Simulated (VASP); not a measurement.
# AlN (I-4m2) in VASP: further runs

Runs on AlN. Level: r2SCAN. Tasks: single point.

Program: VASP 6.6.1. These are calculated values, not measurements. Logs are shortened: lines on timing, memory, paths and dates and some standing lists are left out, and cuts for length are marked.

## Step 1: The cell of the first run

Symmetry: I-4m2, No. 119, tetragonal system. The conventional cell has a = 3.136 Å, b = 3.136 Å, c = 4.239 Å, α = 90.00°, β = 90.00°, γ = 90.00°. Al (site symmetry -4m2) has 4 N at 1.89 Å within 2.5 Å. N (site symmetry -4m2) has 4 Al at 1.89 Å within 2.5 Å.

## Step 2: Single point, r2SCAN (strain +0.015 along x and y, -0.030 along z)

POSCAR

```
AlN
1.0
    0.0000000000      2.2176741356      2.1193536074
    2.2176741356      0.0000000000      2.1193536074
    2.2176741356      2.2176741356      0.0000000000
Al N
1 1
Direct
    0.0000000000      0.0000000000      0.0000000000
    0.7500000000      0.7500000000      0.7500000000
```

INCAR.step1

```
ALGO = Normal ; EDIFF = 1E-4
ENCUT = 520 ; GGA = PE
ISMEAR = 0 ; LASPH = T
LCHARG = F ; LREAL = F
LWAVE = T ; NBANDS = 11
NELM = 60 ; PREC = Accurate
SIGMA = 0.05
```

INCAR.step2

```
ALGO = Normal ; EDIFF = 1E-7
ENCUT = 520 ; ISIF = 2
ISMEAR = 0 ; ISTART = 1
LASPH = T ; LCHARG = F
LMIXTAU = T ; LREAL = F
LWAVE = F ; METAGGA = R2SCAN
NBANDS = 11 ; NELM = 60
PREC = Accurate ; SIGMA = 0.05
```

KPOINTS

```
k-points
0
Gamma
  10 10 10
```

Potentials or basis: VASP PAW PBE potentials, release 64 (Al, N).

Launch:

```console
cat potpaw_PBE.64/Al/POTCAR potpaw_PBE.64/N/POTCAR > POTCAR
cp INCAR.step1 INCAR
mpirun -np 1 vasp_std > vasp.out
cp INCAR.step2 INCAR
mpirun -np 1 vasp_std > vasp.out
```

OUTCAR:

```text
EDIFF = 1E-7
   ENCUT = 520
   ISIF = 2
   ISMEAR = 0
   ISTART = 1
   LASPH = T
   LREAL = F
   METAGGA = R2SCAN
   NELM = 60
   PREC = Accurate

 ion  position               nearest neighbor table
   1  0.000  0.000  0.000-   2 1.89   2 1.89   2 1.89   2 1.89
   2  0.750  0.750  0.750-   1 1.89   1 1.89   1 1.89   1 1.89

  LATTYP: Found a body centered tetragonal cell.
 ALAT       =     3.1362648395
 C/A-ratio  =     1.3515144389

  Lattice vectors:

 A1 = (   0.0000000000,  -2.2176741356,  -2.1193536074)
 A2 = (   0.0000000000,   2.2176741356,  -2.1193536074)
 A3 = (   2.2176741356,   0.0000000000,   2.1193536074)

Analysis of symmetry for initial positions (statically):
=====================================================================
 Subroutine PRICEL returns:
 Original cell was already a primitive cell.

 Routine SETGRP: Setting up the symmetry group for a
 body centered tetragonal supercell.

 Subroutine GETGRP returns: Found  8 space group operations
 (whereof  8 operations were pure point group operations)
 out of a pool of 16 trial point group operations.

The static configuration has the point symmetry D_2d.

Analysis of symmetry for dynamics (positions and initial velocities):
=====================================================================
 Subroutine PRICEL returns:
 Original cell was already a primitive cell.

 Routine SETGRP: Setting up the symmetry group for a
 body centered tetragonal supercell.

 Subroutine GETGRP returns: Found  8 space group operations
 (whereof  8 operations were pure point group operations)
 out of a pool of 16 trial point group operations.

The dynamic configuration has the point symmetry D_2d.

 Subroutine INISYM returns: Found  8 space group operations
 (whereof  8 operations are pure point group operations),
 and found     1 'primitive' translations

----------------------------------------------------------------------------------------

                                     Primitive cell

  volume of cell :      20.8463

  direct lattice vectors                    reciprocal lattice vectors
     0.000000000  2.217674136  2.119353607    -0.225461438  0.225461438  0.235920989
     2.217674136  0.000000000  2.119353607     0.225461438 -0.225461438  0.235920989
     2.217674136  2.217674136  0.000000000     0.225461438  0.225461438 -0.235920989

  length of vectors
     3.067529671  3.067529671  3.136264839     0.396641442  0.396641442  0.396641442

  position of ions in fractional coordinates (direct lattice)
     0.000000000  0.000000000  0.000000000
     0.750000000  0.750000000  0.750000000

  ion indices of the primitive-cell ions
   primitive index   ion index
                 1           1
                 2           2

----------------------------------------------------------------------------------------

 KPOINTS: k-points

Automatic generation of k-mesh.
 Grid dimensions read from file:
 generate k-points for:   10   10   10

 Generating k-lattice:

  Cartesian coordinates                     Fractional coordinates (reciprocal lattice)
    -0.022546144  0.022546144  0.023592099     0.100000000  0.000000000  0.000000000
     0.022546144 -0.022546144  0.023592099     0.000000000  0.100000000  0.000000000
     0.022546144  0.022546144 -0.023592099     0.000000000  0.000000000  0.100000000

  Length of vectors
     0.039664144  0.039664144  0.039664144

  Shift w.r.t. Gamma in fractional coordinates (k-lattice)
     0.000000000  0.000000000  0.000000000

 Subroutine IBZKPT returns following result:
 ===========================================

 Found    102 irreducible k-points:

 Following reciprocal coordinates:
            Coordinates               Weight
  0.000000  0.000000  0.000000      1.000000
  0.100000  0.000000  0.000000      8.000000
  0.200000  0.000000  0.000000      8.000000
  0.300000 -0.000000  0.000000      8.000000
  0.400000 -0.000000  0.000000      8.000000
  0.500000 -0.000000  0.000000      4.000000
[... 16 lines left out ...]
  0.300000  0.300000  0.000000      2.000000
  0.400000  0.300000  0.000000      8.000000
 [... further k-points ...]
   k-points           NKPTS =    102   k-points in BZ     NKDIM =    102   number of bands    NBANDS=     11
   number of dos      NEDOS =    301   number of ions     NIONS =      2
   total plane-waves  NPLWV =  13824
   dimension x,y,z NGX =    24 NGY =   24 NGZ =   24
   dimension x,y,z NGXF=    48 NGYF=   48 NGZF=   48
   ions per type =               1   1
   NGX,Y,Z   is equivalent  to a cutoff of  13.01, 13.01, 12.72 a.u.
   NGXF,Y,Z  is equivalent  to a cutoff of  26.01, 26.01, 25.44 a.u.
 SYSTEM =  unknown system
   PREC   = accura    normal or accurate (medium, high low for compatibility)
   ISTART =      1    job   : 0-new  1-cont  2-samecut
   ICHARG =      0    charge: 1-file 2-atom 10-const
   ISPIN  =      1    spin polarized calculation?
   LNONCOLLINEAR =      F non collinear calculations
   LSORBIT =      F    spin-orbit coupling
   LASPH  =      T    aspherical Exc in radial PAW
   ENCUT  =  520.0 eV  38.22 Ry    6.18 a.u.   5.70  5.70  5.83*2*pi/ulx,y,z
   NELM   =     60;   NELMIN=  2; NELMDL=  0     # of ELM steps
   EDIFF  = 0.1E-06   stopping-criterion for ELM
   LREAL  =      F    real-space projection
   EDIFFG = 0.1E-05   stopping-criterion for IOM
   NSW    =      0    number of steps for IOM
   IBRION =     -1    ionic relax: 0-MD 1-quasi-New 2-CG
   NFREE  =      0    steps in history (QN), initial steepest desc. (CG)
   ISIF   =      2    stress and relaxation
   ISYM   =      2    0-nonsym 1-usesym 2-fastsym
   POTIM  = 0.5000    time-step for ionic-motion
   TEBEG  =    0.0;   TEEND  =   0.0 temperature during run
   PSTRESS=    0.0 pullay stress
   NELECT =       8.0000    total number of electrons
   NUPDOWN=      -1.0000    fix difference up-down
   EMIN   =  10.00;   EMAX   =-10.00  energy-range for DOS
   EFERMI =   0.00;   METHOD = LEGACY
   ISMEAR =     0;   SIGMA  =   0.05  broadening in eV -4-tet -1-fermi 0-gaus
   EFERMI_NEDOS =   21; number of points for ismear=-14 and -15
   IALGO  =     38    algorithm
   IMIX   =      4    mixing-type and parameters
     AMIX     =   0.40;   BMIX     =  1.00
     AMIX_MAG =   1.60;   BMIX_MAG =  1.00
  volume/ion in A,a.u.               =      10.42        70.34
  Fermi-wavevector in a.u.,A,eV,Ry     =   1.189676  2.248161 19.256705  1.415328
  Thomas-Fermi vector in A             =   2.325777
   LORBIT       =      0    0 simple, 1 ext, 2 COOP (PROOUT), +10 PAW based schemes
   METAGGA = R2SCAN    functional components
   LHFCALC =     F    Hartree Fock is set to
   AEXX    =    0.0000 exact exchange contribution
   IVDW    =     0    specifies the selected vdW correction
   LEPSILON=     F    determine dielectric tensor
   LRPA    =     F    only Hartree local field effects (RPA)
 non-spin polarized calculation
 Gauss-broadening in eV      SIGMA  =   0.05
  energy-cutoff  :      520.00
  volume of cell :       20.85
 maximum number of plane-waves:       572
   NGX = 11   NGY = 11   NGZ = 11

 number of electron       8.0000001 magnetization

 Free energy of the ion-electron system (eV)
  ---------------------------------------------------
  ext. energy  EPLUGINS =         0.00000000
  ---------------------------------------------------
  free energy    TOTEN  =       -19.16783749 eV

  energy without entropy =      -19.16783749  energy(sigma->0) =      -19.16783749

 E-fermi :   6.1237     XC(G=0): -11.4176

 val. band max:        5.8152747867   @ k =   0.0000   0.0000   0.0000
 cond. band min:       9.5071769129   @ k =   0.5000   0.5000   0.0000
 fundamental gap:      3.6919021261
 Fermi energy:         6.1236802554

 k-point     1 :       0.0000    0.0000    0.0000
  band No.  band energies     occupation
      1     -10.0461      2.00000
      2       5.6383      2.00000
      3       5.6383      2.00000
      4       5.8153      2.00000
      5      10.5734      0.00000
      6      19.1708      0.00000
      7      19.2375      0.00000
      8      19.2375      0.00000
      9      23.4734      0.00000
     10      24.7977      0.00000
     11      25.3741      0.00000

 k-point     2 :       0.1000    0.0000    0.0000
  band No.  band energies     occupation
      1      -9.8992      2.00000
      2       4.8911      2.00000
      3       5.5719      2.00000
      4       5.7217      2.00000
      5      11.2341      0.00000
      6      18.7890      0.00000
      7      19.3232      0.00000
      8      19.4016      0.00000
      9      22.4439      0.00000
     10      23.3146      0.00000
     11      25.4053      0.00000

 k-point     3 :       0.2000    0.0000    0.0000
  band No.  band energies     occupation
      1      -9.4830      2.00000
      2       3.2717      2.00000
      3       5.4061      2.00000
      4       5.6197      2.00000
      5      12.4003      0.00000
      6      17.9475      0.00000
      7      18.9632      0.00000
      8      19.5479      0.00000
      9      22.3326      0.00000
     10      22.5787      0.00000
     11      24.4943      0.00000

 k-point     4 :       0.3000   -0.0000    0.0000
  band No.  band energies     occupation
      1      -8.8839      2.00000
      2       1.5999      2.00000
      3       5.2155      2.00000
      4       5.5075      2.00000
      5      13.2833      0.00000
      6      17.1690      0.00000
      7      18.0994      0.00000
      8      19.0395      0.00000
      9      23.3762      0.00000
     10      23.7577      0.00000
     11      24.4098      0.00000
[... 239 lines left out ...]
 k-point    22 :      -0.2000    0.2000    0.0000
  band No.  band energies     occupation
      1      -8.7158      2.00000
      2       2.0061      2.00000
      3       4.1489      2.00000
      4       5.2706      2.00000
      5      14.0202      0.00000
      6      16.1240      0.00000
      7      18.5051      0.00000
      8      18.6840      0.00000
      9      21.6530      0.00000
     10      25.0621      0.00000
     11      29.1912      0.00000

 k-point    23 :       0.3000    0.3000    0.0000
  band No.  band energies     occupation
      1      -8.4248      2.00000
      2       2.2767      2.00000
      3       4.2393      2.00000
      4       4.2393      2.00000
      5      11.8247      0.00000
      6      15.8895      0.00000
      7      19.1654      0.00000
      8      21.0555      0.00000
      9      21.0555      0.00000
     10      26.5034      0.00000
     11      30.4835      0.00000

 k-point    24 :       0.4000    0.3000    0.0000
  band No.  band energies     occupation
      1      -7.9613      2.00000
      2       1.6317      2.00000
      3       3.8529      2.00000
      4       4.0481      2.00000
      5      11.2823      0.00000
      6      15.6766      0.00000
      7      19.4561      0.00000
      8      21.0776      0.00000
      9      21.7841      0.00000
     10      27.7691      0.00000
     11      30.5260      0.00000

 [... further k-points ...]
[... 5 lines left out ...]
  --------------------------------------------------------------------------------------
  -------------------------------------------------------------------------------------
  Total       -0.3050207     -0.3050207      0.4440215      0.0000000      0.0000000      0.0000000
  in kB      -23.4428824    -23.4428824     34.1260254      0.0000000      0.0000000      0.0000000
  external PRESSURE =      -4.2532465 kB  Pullay stress =       0.0000000 kB

 VOLUME and BASIS-vectors are now :
 -----------------------------------------------------------------------------
  energy-cutoff  :      520.00
  volume of cell :       20.85
      direct lattice vectors                 reciprocal lattice vectors
     0.000000000  2.217674136  2.119353607    -0.225461438  0.225461438  0.235920989
     2.217674136  0.000000000  2.119353607     0.225461438 -0.225461438  0.235920989
     2.217674136  2.217674136  0.000000000     0.225461438  0.225461438 -0.235920989

 POSITION                                       TOTAL-FORCE (eV/Angst)
 -----------------------------------------------------------------------------------
      0.00000      0.00000      0.00000         0.000000      0.000000     -0.000000
      3.32651      3.32651      3.17903        -0.000000     -0.000000      0.000000
 -----------------------------------------------------------------------------------
    total drift:                                0.000002      0.000002     -0.000001

  FREE ENERGIE OF THE ION-ELECTRON SYSTEM (eV)
  ---------------------------------------------------
  free  energy   TOTEN  =       -19.1678374934 eV

  energy  without entropy=      -19.1678374934  energy(sigma->0) =      -19.16783749
```

It took 2.1 min on 1 thread of AMD EPYC 7R43 (Zen 3), shared host; peak memory 0.12 GiB.

What came out:

| Item | Value |
| --- | --- |
| Free energy | -19.1678 eV |
| Pressure | -0.4 GPa |
| Band gap on the k mesh | 3.69 eV, indirect (least direct gap 4.76 eV) |

Stress tensor (GPa, compression positive):
```
-2.34  0.00  0.00
 0.00 -2.34  0.00
 0.00  0.00  3.41
```

Caveat: the cell differs from its parent crystal (strain +0.015 along x and y, -0.030 along z); the PAW data sets were made with another functional, which shifts forces and pressure a little.

(Continued in part 2 of 2.)
